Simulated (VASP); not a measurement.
CuO:

```
Cu O
1.0
     2.34465   -1.71340    0.00000
     2.34465    1.71340    0.00000
    -0.86055    0.00000    5.05944
Cu O
2 2
Direct
  0.00320 0.49680 0.00000
  0.49680 0.00320 0.50000
  0.57140 0.40560 0.25370
  0.40560 0.57140 0.75370
```

Base run:

| Item | Value |
| --- | --- |
| Program | VASP 6.6.1 |
| Functional | PBEsol |
| Potentials or basis | VASP PAW PBE potentials, release 64 (Cu, O) |
| Cutoff | 520 eV |
| k mesh | 8 × 8 × 4 |
| Occupations | gaussian, width 0.01 eV |
| Spin | no spin polarisation |

Its results: band gap on the k mesh zero (band 17 reaches 5.76 eV, above the bottom of band 18 at 5.07 eV); pressure -2.1 GPa; largest force 0.752 eV/Å.

**Question.** After a change of settings the same cell gave: band gap on the k mesh zero (band 17 reaches 5.91 eV, above the bottom of band 18 at 5.28 eV); pressure 1.7 GPa; largest force 0.673 eV/Å. Which change was it?
A. k mesh from 8 × 8 × 4 to 2 × 2 × 2; occupations from gaussian, width 0.01 eV to gaussian, width 0.1 eV
B. k mesh from 8 × 8 × 4 to 6 × 6 × 4; occupations from gaussian, width 0.01 eV to gaussian, width 0.1 eV
C. occupations from gaussian, width 0.01 eV to gaussian, width 0.05 eV; further incar settings from ALGO = Normal; EDIFF = 1e-07; NBANDS = 25 to ALGO = Normal; EDIFF = 1e-06; NBANDS = 25
D. k mesh from 8 × 8 × 4 to 4 × 4 × 2; occupations from gaussian, width 0.01 eV to gaussian, width 0.1 eV

**Answer.** A.

Caveats: some runs use coarse meshes; the PAW data sets were made with another functional, which shifts forces and pressure a little; semilocal functionals often make such compounds metallic where correlation or magnetic order opens a gap, which also shifts bond lengths.
